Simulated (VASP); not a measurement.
# CsMg3 in VASP: further runs, part 2 of 2

VASP 6.6.1. The steps go on from the part before.

### Step 5. Single point, PBE

This run uses another cell than the first one, of 38.23 Å³/atom.

INCAR

```
PREC = Accurate
ENCUT = 600
EDIFF = 1E-6
ISMEAR = 0
SIGMA = 0.1
LREAL = False
LASPH = True
NELM = 120
ALGO = Normal
ISIF = 2
LWAVE = False
LCHARG = True
GGA = PE
LELF = True
LVHAR = True
NBANDS = 16
GGA_COMPAT = False
```

KPOINTS

```
Automatic mesh
0
Gamma
  10 10 10
```

POSCAR

```
CsMg3
1.0
    5.3474235026      0.0000000000      0.0000000000
    0.0000000000      5.3474235026      0.0000000000
    0.0000000000      0.0000000000      5.3474235026
Cs Mg
1 3
Direct
    0.0000000000      0.0000000000      0.0000000000
    0.0000000000      0.5000000000      0.5000000000
    0.5000000000      0.0000000000      0.5000000000
    0.5000000000      0.5000000000      0.0000000000
```

Potentials or basis: VASP PAW PBE potentials, release 64 (Cs_sv, Mg).

Launch:

```bash
$ cat potpaw_PBE.64/Cs_sv/POTCAR potpaw_PBE.64/Mg/POTCAR > POTCAR
$ mpirun -np 1 vasp_std > vasp.out
```

OUTCAR:

```text
PREC = Accurate
   ENCUT = 600
   EDIFF = 1E-6
   ISMEAR = 0
   LREAL = False
   LASPH = True
   NELM = 120
   ISIF = 2
   GGA = PE

 ion  position               nearest neighbor table
   1  0.000  0.000  0.000-
   2  0.000  0.500  0.500-
   3  0.500  0.000  0.500-
   4  0.500  0.500  0.000-

  LATTYP: Found a simple cubic cell.
 ALAT       =     5.3474235026

  Lattice vectors:

 A1 = (   5.3474235026,   0.0000000000,   0.0000000000)
 A2 = (   0.0000000000,   5.3474235026,   0.0000000000)
 A3 = (   0.0000000000,   0.0000000000,   5.3474235026)

Analysis of symmetry for initial positions (statically):
=====================================================================
 Subroutine PRICEL returns:
 Original cell was already a primitive cell.

 Routine SETGRP: Setting up the symmetry group for a
 simple cubic supercell.

 Subroutine GETGRP returns: Found 48 space group operations
 (whereof 48 operations were pure point group operations)
 out of a pool of 48 trial point group operations.

The static configuration has the point symmetry O_h .

Analysis of symmetry for dynamics (positions and initial velocities):
=====================================================================
 Subroutine PRICEL returns:
 Original cell was already a primitive cell.

 Routine SETGRP: Setting up the symmetry group for a
 simple cubic supercell.

 Subroutine GETGRP returns: Found 48 space group operations
 (whereof 48 operations were pure point group operations)
 out of a pool of 48 trial point group operations.

The dynamic configuration has the point symmetry O_h .

 Subroutine INISYM returns: Found 48 space group operations
 (whereof 48 operations are pure point group operations),
 and found     1 'primitive' translations

----------------------------------------------------------------------------------------

                                     Primitive cell

  volume of cell :     152.9092

  direct lattice vectors                    reciprocal lattice vectors
     5.347423503  0.000000000  0.000000000     0.187005948  0.000000000  0.000000000
     0.000000000  5.347423503  0.000000000     0.000000000  0.187005948  0.000000000
     0.000000000  0.000000000  5.347423503     0.000000000  0.000000000  0.187005948

  length of vectors
     5.347423503  5.347423503  5.347423503     0.187005948  0.187005948  0.187005948

  position of ions in fractional coordinates (direct lattice)
     0.000000000  0.000000000  0.000000000
     0.000000000  0.500000000  0.500000000
     0.500000000  0.000000000  0.500000000
     0.500000000  0.500000000  0.000000000

  ion indices of the primitive-cell ions
   primitive index   ion index
                 1           1
                 2           2
                 3           3
                 4           4

----------------------------------------------------------------------------------------

 KPOINTS: Automatic mesh

Automatic generation of k-mesh.
 Grid dimensions read from file:
 generate k-points for:   10   10   10

 Generating k-lattice:

  Cartesian coordinates                     Fractional coordinates (reciprocal lattice)
     0.018700595  0.000000000  0.000000000     0.100000000  0.000000000  0.000000000
     0.000000000  0.018700595  0.000000000     0.000000000  0.100000000  0.000000000
     0.000000000  0.000000000  0.018700595     0.000000000  0.000000000  0.100000000

  Length of vectors
     0.018700595  0.018700595  0.018700595

  Shift w.r.t. Gamma in fractional coordinates (k-lattice)
     0.000000000  0.000000000  0.000000000

 Subroutine IBZKPT returns following result:
 ===========================================

 Found     56 irreducible k-points:

 Following reciprocal coordinates:
            Coordinates               Weight
  0.000000  0.000000  0.000000      1.000000
  0.100000  0.000000  0.000000      6.000000
  0.200000  0.000000  0.000000      6.000000
  0.300000  0.000000  0.000000      6.000000
  0.400000  0.000000  0.000000      6.000000
  0.500000  0.000000  0.000000      3.000000
[... 16 lines left out ...]
  0.200000  0.100000  0.100000     24.000000
  0.300000  0.100000  0.100000     24.000000
 [... further k-points ...]
   k-points           NKPTS =     56   k-points in BZ     NKDIM =     56   number of bands    NBANDS=     16
   number of dos      NEDOS =    301   number of ions     NIONS =      4
   total plane-waves  NPLWV = 110592
   dimension x,y,z NGX =    48 NGY =   48 NGZ =   48
   dimension x,y,z NGXF=    96 NGYF=   96 NGZF=   96
   ions per type =               1   3
   NGX,Y,Z   is equivalent  to a cutoff of  14.92, 14.92, 14.92 a.u.
   NGXF,Y,Z  is equivalent  to a cutoff of  29.85, 29.85, 29.85 a.u.
 SYSTEM =  unknown system
   PREC   = accura    normal or accurate (medium, high low for compatibility)
   ISTART =      0    job   : 0-new  1-cont  2-samecut
   ICHARG =      2    charge: 1-file 2-atom 10-const
   ISPIN  =      1    spin polarized calculation?
   LNONCOLLINEAR =      F non collinear calculations
   LSORBIT =      F    spin-orbit coupling
   LASPH  =      T    aspherical Exc in radial PAW
   ENCUT  =  600.0 eV  44.10 Ry    6.64 a.u.  10.68 10.68 10.68*2*pi/ulx,y,z
   NELM   =    120;   NELMIN=  2; NELMDL= -5     # of ELM steps
   EDIFF  = 0.1E-05   stopping-criterion for ELM
   LREAL  =      F    real-space projection
   EDIFFG = 0.1E-04   stopping-criterion for IOM
   NSW    =      0    number of steps for IOM
   IBRION =     -1    ionic relax: 0-MD 1-quasi-New 2-CG
   NFREE  =      0    steps in history (QN), initial steepest desc. (CG)
   ISIF   =      2    stress and relaxation
   ISYM   =      2    0-nonsym 1-usesym 2-fastsym
   POTIM  = 0.5000    time-step for ionic-motion
   TEBEG  =    0.0;   TEEND  =   0.0 temperature during run
   PSTRESS=    0.0 pullay stress
   NELECT =      15.0000    total number of electrons
   NUPDOWN=      -1.0000    fix difference up-down
   EMIN   =  10.00;   EMAX   =-10.00  energy-range for DOS
   EFERMI =   0.00;   METHOD = LEGACY
   ISMEAR =     0;   SIGMA  =   0.10  broadening in eV -4-tet -1-fermi 0-gaus
   EFERMI_NEDOS =   21; number of points for ismear=-14 and -15
   IALGO  =     38    algorithm
   IMIX   =      4    mixing-type and parameters
     AMIX     =   0.40;   BMIX     =  1.00
     AMIX_MAG =   1.60;   BMIX_MAG =  1.00
  volume/ion in A,a.u.               =      38.23       257.97
  Fermi-wavevector in a.u.,A,eV,Ry     =   0.755024  1.426788  7.756151  0.570061
  Thomas-Fermi vector in A             =   1.852824
   LORBIT       =      0    0 simple, 1 ext, 2 COOP (PROOUT), +10 PAW based schemes
   GGA     = PE    functional components
   LHFCALC =     F    Hartree Fock is set to
   AEXX    =    0.0000 exact exchange contribution
   IVDW    =     0    specifies the selected vdW correction
   LEPSILON=     F    determine dielectric tensor
   LRPA    =     F    only Hartree local field effects (RPA)
 non-spin polarized calculation
 Gauss-broadening in eV      SIGMA  =   0.10
  energy-cutoff  :      600.00
  volume of cell :      152.91
 maximum number of plane-waves:      5138
 NGX is ok and might be reduce to    48
   NGX = 21   NGY = 21   NGZ = 21

 number of electron      14.9999999 magnetization

 Free energy of the ion-electron system (eV)
  ---------------------------------------------------
  ext. energy  EPLUGINS =         0.00000000
  ---------------------------------------------------
  free energy    TOTEN  =        -3.69238021 eV

  energy without entropy =       -3.68125844  energy(sigma->0) =       -3.68681933

 E-fermi :   1.5545     XC(G=0):  -7.5490

 val. band max:        1.5079300936   @ k =   0.2000   0.2000   0.1000
 cond. band min:       1.5661933759   @ k =   0.4000   0.3000   0.0000
 fundamental gap:      0.0582632824
 Fermi energy:         1.5545063341

 k-point     1 :       0.0000    0.0000    0.0000
  band No.  band energies     occupation
      1     -20.9094      2.00000
      2      -7.8430      2.00000
      3      -7.8430      2.00000
      4      -7.8430      2.00000
      5      -3.1340      2.00000
      6       0.9089      2.00000
[... 433 lines left out ...]
      3      -7.8491      2.00000
      4      -7.8448      2.00000
      5      -2.4181      2.00000
      6      -0.3394      2.00000
[... 8 lines left out ...]
     15       5.5194      0.00000
     16       6.5358      0.00000

 [... further k-points ...]

------------------------ aborting loop because EDIFF is reached ----------------------------------------

  FORCE on cell =-STRESS in cart. coord.  units (eV):
  Direction    XX          YY          ZZ          XY          YZ          ZX
  --------------------------------------------------------------------------------------
  -------------------------------------------------------------------------------------
  Total       -0.0125686     -0.0125686     -0.0125686      0.0000000     -0.0000000     -0.0000000
  in kB       -0.1316932     -0.1316932     -0.1316932      0.0000000     -0.0000000     -0.0000000
  external PRESSURE =      -0.1316932 kB  Pullay stress =       0.0000000 kB

 VOLUME and BASIS-vectors are now :
 -----------------------------------------------------------------------------
  energy-cutoff  :      600.00
  volume of cell :      152.91
      direct lattice vectors                 reciprocal lattice vectors
     5.347423503  0.000000000  0.000000000     0.187005948  0.000000000  0.000000000
     0.000000000  5.347423503  0.000000000     0.000000000  0.187005948  0.000000000
     0.000000000  0.000000000  5.347423503     0.000000000  0.000000000  0.187005948

 POSITION                                       TOTAL-FORCE (eV/Angst)
 -----------------------------------------------------------------------------------
      0.00000      0.00000      0.00000         0.000000      0.000000      0.000000
      0.00000      2.67371      2.67371         0.000000      0.000000      0.000000
      2.67371      0.00000      2.67371         0.000000      0.000000      0.000000
      2.67371      2.67371      0.00000         0.000000      0.000000      0.000000
 -----------------------------------------------------------------------------------
    total drift:                                0.000000      0.000000      0.000000

  FREE ENERGIE OF THE ION-ELECTRON SYSTEM (eV)
  ---------------------------------------------------
  free  energy   TOTEN  =        -3.6923802144 eV

  energy  without entropy=       -3.6812584409  energy(sigma->0) =       -3.68681933
```

Wall time 55 s (1 thread of Intel Xeon 6975P-C (Granite Rapids), shared host); peak memory 0.41 GiB.

What came out:

| Property | Result |
| --- | --- |
| Free energy | -3.6924 eV |
| Pressure | 0.0 GPa |
| Band gap on the k mesh | zero (an odd number of electrons rules out a gap without spin polarisation) |

Caveat: spin-orbit coupling is left out, which moves the levels of the heavy elements.

### Step 6. Relaxation of cell and atoms, PBE

This run uses another cell than the first one, of 37.47 Å³/atom.

INCAR

```
PREC     = Accurate       # precision mode
ENCUT    = 600            # plane-wave cutoff, eV
EDIFF    = 1E-7           # SCF threshold, eV
ISMEAR   = 0              # smearing method
SIGMA    = 0.1            # smearing width, eV
LREAL    = F              # projectors in reciprocal space
LASPH    = T              # aspherical terms in the spheres
NELM     = 120            # most SCF steps
ALGO     = Normal         # electronic algorithm
ISIF     = 3              # what is computed and relaxed
LWAVE    = F              # write WAVECAR
LCHARG   = F              # write CHGCAR
GGA      = PE             # functional
IBRION   = 2              # ionic algorithm
NSW      = 100            # ionic steps
EDIFFG   = -0.01          # ionic threshold
GGA_COMPAT= F            
NELMIN   = 4
```

KPOINTS

```
regular mesh
0
Gamma
  10 10 10
```

POSCAR

```
CsMg3
1.0
    5.3117674895      0.0000000000      0.0000000000
    0.0000000000      5.3117674895      0.0000000000
    0.0000000000      0.0000000000      5.3117674895
Cs Mg
1 3
Direct
    0.0000000000      0.0000000000      0.0000000000
    0.0000000000      0.5000000000      0.5000000000
    0.5000000000      0.0000000000      0.5000000000
    0.5000000000      0.5000000000      0.0000000000
```

Potentials or basis: VASP PAW PBE potentials, release 64 (Cs_sv, Mg).

Launch:

```bash
$ cat potpaw_PBE.64/Cs_sv/POTCAR potpaw_PBE.64/Mg/POTCAR > POTCAR
$ mpirun -np 1 vasp_std > vasp.out
```

Run time: 88 s. Hardware: 1 thread of Intel Xeon 6975P-C (Granite Rapids), shared host; peak memory 0.35 GiB.

The run converged. Its results:

| Quantity | Value |
| --- | --- |
| Free energy | -3.6923 eV |
| Relaxed volume | 38.20 Å³/atom |
| Relaxed cell | a = 5.346 Å, b = 5.346 Å, c = 5.346 Å, α = 90.00°, β = 90.00°, γ = 90.00° |
| Space group after relaxing (to 0.1 Å) | Pm-3m (No. 221) |
| Energy gained by relaxing | 0.5 meV/atom |
| Ionic steps | 3 |
| Pressure after relaxing | 0.0 GPa |
| Band gap on the k mesh | zero (an odd number of electrons rules out a gap without spin polarisation) |

The path:
```tsv
step	energy change (eV)	largest force (eV/Å)	pressure (GPa)	volume (Å³)
1	0.0000	0.0000	0.23	149.87
2	-0.0013	0.0000	0.13	151.02
3	-0.0020	0.0000	-0.01	152.80
```

Final structure:
```
Cs Mg
1.0
     5.34617    0.00000    0.00000
     0.00000    5.34617    0.00000
     0.00000    0.00000    5.34617
Cs Mg
1 3
Direct
  0.00000 0.00000 0.00000
  0.00000 0.50000 0.50000
  0.50000 0.00000 0.50000
  0.50000 0.50000 0.00000
```

Levels at points of the mesh, in eV from the Fermi level:
| k point | band 3 | band 4 | band 5 | band 6 | band 7 | band 8 | band 9 | band 10 | band 11 |
| --- | --- | --- | --- | --- | --- | --- | --- | --- | --- |
| (0.00, 0.00, 0.00) | -9.40 | -9.40 | -4.69 | -0.65 | -0.65 | 0.69 | 0.69 | 0.69 | 2.87 |
| (0.50, 0.00, 0.00) | -9.38 | -9.38 | -3.27 | -3.06 | 0.42 | 0.42 | 0.55 | 0.76 | 2.48 |
| (0.50, 0.50, 0.00) | -9.55 | -9.36 | -2.90 | -1.79 | -1.79 | -0.98 | 1.28 | 1.28 | 2.14 |
| (0.50, 0.50, 0.50) | -9.51 | -9.51 | -1.99 | -1.99 | -1.99 | -1.15 | 0.46 | 0.46 | 0.46 |

Caveat: spin-orbit coupling is left out, which moves the levels of the heavy elements.

### Step 7. The runs side by side

```tsv
task	cell	k mesh	gap on the mesh (eV)	pressure (GPa)	relaxed volume (Å³/atom)
single point	a = 4.610, b = 4.610, c = 4.562 Å, 4 atoms	4 × 4 × 4	none	13.1	-
single point	a = 5.320, b = 5.320, c = 5.295 Å, 4 atoms	4 × 4 × 4	none	0.2	-
relaxation of cell and atoms	relaxed from a = 4.610, b = 4.610, c = 4.562 Å, 4 atoms	4 × 4 × 4	none	0.0	38.02
single point	a = 5.347 Å, 4 atoms	10 × 10 × 10	none	0.0	-
relaxation of cell and atoms	relaxed from a = 5.312 Å, 4 atoms	10 × 10 × 10	none	0.0	38.20
```

Alike in all rows: level PBE; potentials or basis VASP PAW PBE potentials, release 64 (Cs_sv, Mg); no spin polarisation; cutoff (eV) 600; smearing gaussian 0.1 eV.

Caveats: spin-orbit coupling is left out, which moves the levels of the heavy elements; the cell stands under pressure (at least some runs); the volume moved by over 15 % at a fixed basis, so the end points are rough (at least some runs).

Total energies depend on the potentials used, so only differences within one code and one set of settings carry meaning.
